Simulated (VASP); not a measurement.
The system is V.

```
CELL_PARAMETERS angstrom
-3.12980 3.12980 3.12980
3.12980 -3.12980 3.12980
3.12980 3.12980 -3.12980
ATOMIC_POSITIONS crystal
V 0.20600 0.20600 0.20600
V 0.50000 0.00000 0.29400
V 0.29400 0.50000 0.00000
V 0.00000 0.29400 0.50000
V 0.79400 0.79400 0.79400
V 0.50000 0.00000 0.70600
V 0.70600 0.50000 0.00000
V 0.00000 0.70600 0.50000
```

* Program: VASP 6.6.1
* Task: relaxation of cell and atoms
* Functional: PBE
* Potentials or basis: VASP PAW PBE potentials, release 64 (V_sv)
* Cutoff: 600 eV
* k mesh: 4 × 4 × 4
* Occupations: gaussian, width 0.1 eV
* Spin: no spin polarisation

At the start: pressure 7.8 GPa; volume 15.33 Å³/atom.

**Question.** Where does the relaxation end?

**Answer.** Over 7 steps the energy falls by 313.0 meV/atom and the volume is 15.59 Å³/atom (+1.7 %); space group Ia-3 (No. 206, to 0.1 Å) before, Ia-3d (No. 230, to 0.1 Å).

Step by step:
| step | energy change (eV) | largest force (eV/Å) | pressure (GPa) | volume (Å³) |
| --- | --- | --- | --- | --- |
| 1 | 0.0000 | 2.5594 | 7.76 | 122.63 |
| 2 | -1.7245 | 0.9533 | -7.03 | 136.29 |
| 3 | -1.7458 | 0.8137 | -8.18 | 137.80 |
| 4 | -2.4829 | 0.2168 | -0.77 | 125.54 |
| 5 | -2.4983 | 0.0863 | 0.88 | 123.67 |
| 6 | -2.4981 | 0.1070 | 0.67 | 123.95 |
| 7 | -2.5038 | 0.0179 | -0.13 | 124.75 |

Final structure:
```yaml
crystal:
  lattice:
    - [-3.14767, 3.14767, 3.14767]
    - [3.14767, -3.14767, 3.14767]
    - [3.14767, 3.14767, -3.14767]
  atoms:
    - { symbol: V, position: [0.24967, 0.24967, 0.24967] }
    - { symbol: V, position: [0.50000, 0.00000, 0.25033] }
    - { symbol: V, position: [0.25033, 0.50000, 0.00000] }
    - { symbol: V, position: [0.00000, 0.25033, 0.50000] }
    - { symbol: V, position: [0.75033, 0.75033, 0.75033] }
    - { symbol: V, position: [0.50000, 0.00000, 0.74967] }
    - { symbol: V, position: [0.74967, 0.50000, 0.00000] }
    - { symbol: V, position: [0.00000, 0.74967, 0.50000] }
```
